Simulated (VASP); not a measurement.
# Mo (Cmcm) in VASP: single point with PBE

Aim: the single point of Mo with PBE.

Program: VASP 6.6.1. These are calculated values, not measurements. Logs are shortened: lines on timing, memory, paths and dates and some standing lists are left out, and cuts for length are marked.

## 1. The cell of the first run

Symmetry: Cmcm, No. 63, orthorhombic system. The conventional cell has a = 4.470 Å, b = 3.160 Å, c = 4.470 Å, α = 90.00°, β = 90.00°, γ = 90.00°. Within 3.4 Å of Mo (site symmetry m2m) lie 14 Mo at 2.61 to 3.17 Å.

## 2. Single point, PBE (atoms displaced along a vibrational mode)

The input, INCAR:

```
SYSTEM = Mo
ALGO = Fast ; EDIFF = 1E-7
ENCUT = 520 ; GGA = PE
ISIF = 2 ; ISMEAR = 0
LASPH = .True. ; LCHARG = .False.
LREAL = .False. ; LWAVE = .False.
NBANDS = 21 ; NELM = 60
PREC = Accurate ; SIGMA = 0.15
```

The input, KPOINTS:

```
k-points
0
Gamma
  24 24 14
  0 0 0
```

The input, POSCAR:

```
Mo
1.0
   -1.5802194352      1.5802194352      1.5802194352
    1.5802194352     -1.5802194352      1.5802194352
    3.1604388703      3.1604388703      0.0000000000
Mo
2
Direct
    0.0355963221      0.0355963221      0.0000000000
    0.4644036779      0.4644036779      0.5000000000
```

Potentials or basis: VASP PAW PBE potentials, release 64 (Mo_sv).

Started as:

```console
$ cat potpaw_PBE.64/Mo_sv/POTCAR > POTCAR
$ mpirun -np 1 vasp_std > vasp.out
```

OUTCAR:

```text
SYSTEM = Mo
   EDIFF = 1E-7
   ENCUT = 520
   GGA = PE
   ISIF = 2
   ISMEAR = 0
   LASPH = .True.
   LREAL = .False.
   NELM = 60
   PREC = Accurate

 ion  position               nearest neighbor table
   1  0.036  0.036  0.000-   2 2.61   2 2.61   2 2.87   2 2.87   2 3.17   2 3.17   2 3.17   2 3.17

   2  0.464  0.464  0.500-   1 2.61   1 2.61   1 2.87   1 2.87   1 3.17   1 3.17   1 3.17   1 3.17

  LATTYP: Found a base centered orthorhombic cell.
 ALAT       =     3.1604388704
 B/A-ratio  =     1.4142135624
 C/A-ratio  =     1.4142135623

  Lattice vectors:

 A1 = (  -1.5802194352,   1.5802194352,   1.5802194352)
 A2 = (   1.5802194352,  -1.5802194352,   1.5802194352)
 A3 = (   3.1604388703,   3.1604388703,   0.0000000000)

Analysis of symmetry for initial positions (statically):
=====================================================================
 Subroutine PRICEL returns:
 Original cell was already a primitive cell.

 Routine SETGRP: Setting up the symmetry group for a
 base centered orthorhombic supercell.

 Subroutine GETGRP returns: Found  8 space group operations
 (whereof  4 operations were pure point group operations)
 out of a pool of  8 trial point group operations.

The static configuration has the point symmetry C_2v.
 The point group associated with its full space group is D_2h.

Analysis of symmetry for dynamics (positions and initial velocities):
=====================================================================
 Subroutine PRICEL returns:
 Original cell was already a primitive cell.

 Routine SETGRP: Setting up the symmetry group for a
 base centered orthorhombic supercell.

 Subroutine GETGRP returns: Found  8 space group operations
 (whereof  4 operations were pure point group operations)
 out of a pool of  8 trial point group operations.

The dynamic configuration has the point symmetry C_2v.
 The point group associated with its full space group is D_2h.

 Subroutine INISYM returns: Found  8 space group operations
 (whereof  4 operations are pure point group operations),
 and found     1 'primitive' translations

----------------------------------------------------------------------------------------

                                     Primitive cell

  volume of cell :      31.5676

  direct lattice vectors                    reciprocal lattice vectors
    -1.580219435  1.580219435  1.580219435    -0.158205876  0.158205876  0.316411752
     1.580219435 -1.580219435  1.580219435     0.158205876 -0.158205876  0.316411752
     3.160438870  3.160438870  0.000000000     0.158205876  0.158205876  0.000000000

  length of vectors
     2.737020349  2.737020349  4.469535513     0.387523670  0.387523670  0.223736895

  position of ions in fractional coordinates (direct lattice)
     0.035596322  0.035596322  0.000000000
     0.464403678  0.464403678  0.500000000

  ion indices of the primitive-cell ions
   primitive index   ion index
                 1           1
                 2           2

----------------------------------------------------------------------------------------

 KPOINTS: k-points

Automatic generation of k-mesh.
 Grid dimensions read from file:
 generate k-points for:   24   24   14

 Generating k-lattice:

  Cartesian coordinates                     Fractional coordinates (reciprocal lattice)
    -0.006591911  0.006591911  0.013183823     0.041666667  0.000000000  0.000000000
     0.006591911 -0.006591911  0.013183823     0.000000000  0.041666667  0.000000000
     0.011300420  0.011300420  0.000000000     0.000000000  0.000000000  0.071428571

  Length of vectors
     0.016146820  0.016146820  0.015981207

  Shift w.r.t. Gamma in fractional coordinates (k-lattice)
     0.000000000  0.000000000  0.000000000

 Subroutine IBZKPT returns following result:
 ===========================================

 Found   1256 irreducible k-points:

 Following reciprocal coordinates:
            Coordinates               Weight
  0.000000  0.000000  0.000000      1.000000
  0.041667  0.000000  0.000000      4.000000
  0.083333  0.000000  0.000000      4.000000
  0.125000  0.000000  0.000000      4.000000
  0.166667  0.000000  0.000000      4.000000
  0.208333  0.000000  0.000000      4.000000
[... 16 lines left out ...]
  0.416667  0.041667  0.000000      4.000000
  0.458333  0.041667  0.000000      4.000000
 [... further k-points ...]
   k-points           NKPTS =   1256   k-points in BZ     NKDIM =   1256   number of bands    NBANDS=     21
   number of dos      NEDOS =    301   number of ions     NIONS =      2
   total plane-waves  NPLWV =  14400
   dimension x,y,z NGX =    20 NGY =   20 NGZ =   36
   dimension x,y,z NGXF=    40 NGYF=   40 NGZF=   72
   ions per type =               2
   NGX,Y,Z   is equivalent  to a cutoff of  12.15, 12.15, 13.39 a.u.
   NGXF,Y,Z  is equivalent  to a cutoff of  24.30, 24.30, 26.78 a.u.
 SYSTEM =  Mo
   PREC   = accura    normal or accurate (medium, high low for compatibility)
   ISTART =      0    job   : 0-new  1-cont  2-samecut
   ICHARG =      2    charge: 1-file 2-atom 10-const
   ISPIN  =      1    spin polarized calculation?
   LNONCOLLINEAR =      F non collinear calculations
   LSORBIT =      F    spin-orbit coupling
   LASPH  =      T    aspherical Exc in radial PAW
   ENCUT  =  520.0 eV  38.22 Ry    6.18 a.u.   5.09  5.09  8.31*2*pi/ulx,y,z
   NELM   =     60;   NELMIN=  2; NELMDL= -5     # of ELM steps
   EDIFF  = 0.1E-06   stopping-criterion for ELM
   LREAL  =      F    real-space projection
   EDIFFG = 0.1E-05   stopping-criterion for IOM
   NSW    =      0    number of steps for IOM
   IBRION =     -1    ionic relax: 0-MD 1-quasi-New 2-CG
   NFREE  =      0    steps in history (QN), initial steepest desc. (CG)
   ISIF   =      2    stress and relaxation
   ISYM   =      2    0-nonsym 1-usesym 2-fastsym
   POTIM  = 0.5000    time-step for ionic-motion
   TEBEG  =    0.0;   TEEND  =   0.0 temperature during run
   PSTRESS=    0.0 pullay stress
   NELECT =      28.0000    total number of electrons
   NUPDOWN=      -1.0000    fix difference up-down
   EMIN   =  10.00;   EMAX   =-10.00  energy-range for DOS
   EFERMI =   0.00;   METHOD = LEGACY
   ISMEAR =     0;   SIGMA  =   0.15  broadening in eV -4-tet -1-fermi 0-gaus
   EFERMI_NEDOS =   21; number of points for ismear=-14 and -15
   IALGO  =     68    algorithm
   IMIX   =      4    mixing-type and parameters
     AMIX     =   0.40;   BMIX     =  1.00
     AMIX_MAG =   1.60;   BMIX_MAG =  1.00
  volume/ion in A,a.u.               =      15.78       106.51
  Fermi-wavevector in a.u.,A,eV,Ry     =   1.572945  2.972434 33.662922  2.474155
  Thomas-Fermi vector in A             =   2.674303
   LORBIT       =      0    0 simple, 1 ext, 2 COOP (PROOUT), +10 PAW based schemes
   GGA     = PE    functional components
   LHFCALC =     F    Hartree Fock is set to
   AEXX    =    0.0000 exact exchange contribution
   IVDW    =     0    specifies the selected vdW correction
   LEPSILON=     F    determine dielectric tensor
   LRPA    =     F    only Hartree local field effects (RPA)
 non-spin polarized calculation
 RMM-DIIS sequential band-by-band and
 Gauss-broadening in eV      SIGMA  =   0.15
  energy-cutoff  :      520.00
  volume of cell :       31.57
 maximum number of plane-waves:       872
   NGX = 11   NGY = 11   NGZ = 17

 number of electron      28.0000007 magnetization

 Free energy of the ion-electron system (eV)
  ---------------------------------------------------
  ext. energy  EPLUGINS =         0.00000000
  ---------------------------------------------------
  free energy    TOTEN  =       -21.77739772 eV

  energy without entropy =      -21.76374186  energy(sigma->0) =      -21.77056979

 E-fermi :  12.4061     XC(G=0): -13.3246

 val. band max:       12.4059755877   @ k =  -0.2917   0.1667   0.2143
 cond. band min:      12.4075802833   @ k =  -0.2083   0.0833   0.1429
 fundamental gap:      0.0016046956
 Fermi energy:        12.4060658010

 k-point     1 :       0.0000    0.0000    0.0000
  band No.  band energies     occupation
      1     -48.8255      2.00000
      2     -48.5461      2.00000
      3     -23.5192      2.00000
      4     -22.5303      2.00000
      5     -22.1282      2.00000
      6     -22.1220      2.00000
[... 13 lines left out ...]
     20      16.7720      0.00000
     21      24.6115      0.00000

 k-point     2 :       0.0417    0.0000    0.0000
  band No.  band energies     occupation
      1     -48.8224      2.00000
      2     -48.5449      2.00000
      3     -23.5123      2.00000
      4     -22.5373      2.00000
      5     -22.1465      2.00000
      6     -22.1271      2.00000
[... 13 lines left out ...]
     20      16.9346      0.00000
     21      24.5656      0.00000

 k-point     3 :       0.0833    0.0000    0.0000
  band No.  band energies     occupation
      1     -48.8133      2.00000
      2     -48.5414      2.00000
      3     -23.4918      2.00000
      4     -22.5596      2.00000
      5     -22.2024      2.00000
      6     -22.1498      2.00000
[... 13 lines left out ...]
     20      17.4059      0.00000
     21      23.8010      0.00000

 k-point     4 :       0.1250    0.0000    0.0000
  band No.  band energies     occupation
      1     -48.7987      2.00000
      2     -48.5360      2.00000
      3     -23.4584      2.00000
      4     -22.6012      2.00000
      5     -22.2899      2.00000
      6     -22.1850      2.00000
[... 13 lines left out ...]
     20      18.1024      0.00000
     21      23.5886      0.00000

 k-point     5 :       0.1667    0.0000    0.0000
  band No.  band energies     occupation
      1     -48.7793      2.00000
      2     -48.5292      2.00000
      3     -23.4133      2.00000
      4     -22.6654      2.00000
      5     -22.4026      2.00000
      6     -22.2199      2.00000
[... 13 lines left out ...]
     20      18.9249      0.00000
     21      23.3225      0.00000
[... 382 lines left out ...]
     20      22.3835      0.00000
     21      22.4653      0.00000

 k-point    22 :       0.3750    0.0417    0.0000
  band No.  band energies     occupation
      1     -48.6449      2.00000
      2     -48.5030      2.00000
      3     -23.1404      2.00000
      4     -23.0574      2.00000
      5     -23.0544      2.00000
      6     -22.3160      2.00000
[... 13 lines left out ...]
     20      21.4787      0.00000
     21      22.5771      0.00000

 k-point    23 :       0.4167    0.0417    0.0000
  band No.  band energies     occupation
      1     -48.6279      2.00000
      2     -48.5006      2.00000
      3     -23.2005      2.00000
      4     -23.1389      2.00000
      5     -23.0059      2.00000
      6     -22.3480      2.00000
[... 13 lines left out ...]
     20      20.4964      0.00000
     21      22.9521      0.00000

 k-point    24 :       0.4583    0.0417    0.0000
  band No.  band energies     occupation
      1     -48.6184      2.00000
      2     -48.4985      2.00000
      3     -23.2363      2.00000
      4     -23.1890      2.00000
      5     -22.9798      2.00000
      6     -22.3639      2.00000
[... 13 lines left out ...]
     20      19.5176      0.00000
     21      23.4048      0.00000

 [... further k-points ...]

------------------------ aborting loop because EDIFF is reached ----------------------------------------

  FORCE on cell =-STRESS in cart. coord.  units (eV):
  Direction    XX          YY          ZZ          XY          YZ          ZX
  --------------------------------------------------------------------------------------
  -------------------------------------------------------------------------------------
  Total        0.4693320      0.4693320      0.5835502      0.3442022      0.0000000      0.0000000
  in kB       23.8203730     23.8203730     29.6173765     17.4695606      0.0000000      0.0000000
  external PRESSURE =      25.7527075 kB  Pullay stress =       0.0000000 kB

 VOLUME and BASIS-vectors are now :
 -----------------------------------------------------------------------------
  energy-cutoff  :      520.00
  volume of cell :       31.57
      direct lattice vectors                 reciprocal lattice vectors
    -1.580219435  1.580219435  1.580219435    -0.158205876  0.158205876  0.316411752
     1.580219435 -1.580219435  1.580219435     0.158205876 -0.158205876  0.316411752
     3.160438870  3.160438870  0.000000000     0.158205876  0.158205876  0.000000000

 POSITION                                       TOTAL-FORCE (eV/Angst)
 -----------------------------------------------------------------------------------
      0.00000      0.00000      0.11250         0.000000      0.000000     -0.985718
      1.58022      1.58022      1.46772        -0.000000     -0.000000      0.985718
 -----------------------------------------------------------------------------------
    total drift:                                0.000000      0.000000      0.000000

  FREE ENERGIE OF THE ION-ELECTRON SYSTEM (eV)
  ---------------------------------------------------
  free  energy   TOTEN  =       -21.7773977215 eV

  energy  without entropy=      -21.7637418589  energy(sigma->0) =      -21.77056979
```

It took 17 min on 1 thread of Intel Xeon 8259CL, shared host; peak memory 0.68 GiB.

Results:

- Free energy: -21.7774 eV
- Pressure: 2.6 GPa
- Largest force: 0.986 eV/Å
- Band gap on the k mesh: zero (bands 14 and 15 overlap by 2.60 eV)

Forces on the atoms (eV/Å):
```
Mo   0.000  0.000 -0.986
Mo   0.000  0.000  0.986
```

Caveat: the cell differs from its parent crystal (atoms displaced along a vibrational mode).
